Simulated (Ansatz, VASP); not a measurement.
**BN: VASP beside Ansatz**

```xyz
2
Lattice="0.0000 1.8123 1.8123 1.8123 0.0000 1.8123 1.8123 1.8123 0.0000" Properties=species:S:1:pos:R:3 pbc="T T T"
B     0.0000    0.0000    0.0000
N     0.9062    0.9062    0.9062
```

Alike in both runs: functional PBE; k mesh 12 × 12 × 12; occupations gaussian, width 0.02 eV; no spin polarisation.

Ansatz relaxed the structure, and its values are those at the end. VASP's run is a single point on that final structure, the one shown.

|  | VASP | Ansatz |
| --- | --- | --- |
| version | VASP 6.6.1 | Ansatz 0.2.0 |
| potentials or method | VASP PAW PBE potentials, release 64 (B, N), cutoff 600 eV | scalar-relativistic, plane waves, PAW |
| valence electrons in the cell | 8 | 8 |

```csv
,VASP,Ansatz,Ansatz less VASP
gap on the k mesh at the Fermi level (eV),4.45,4.46,+0.011
least direct gap on the mesh (eV),8.78,8.79,+0.010
pressure (GPa),0.0,0.0,+0.05
```

With one functional, cell and mesh, what is left measures potentials, basis and numerics.
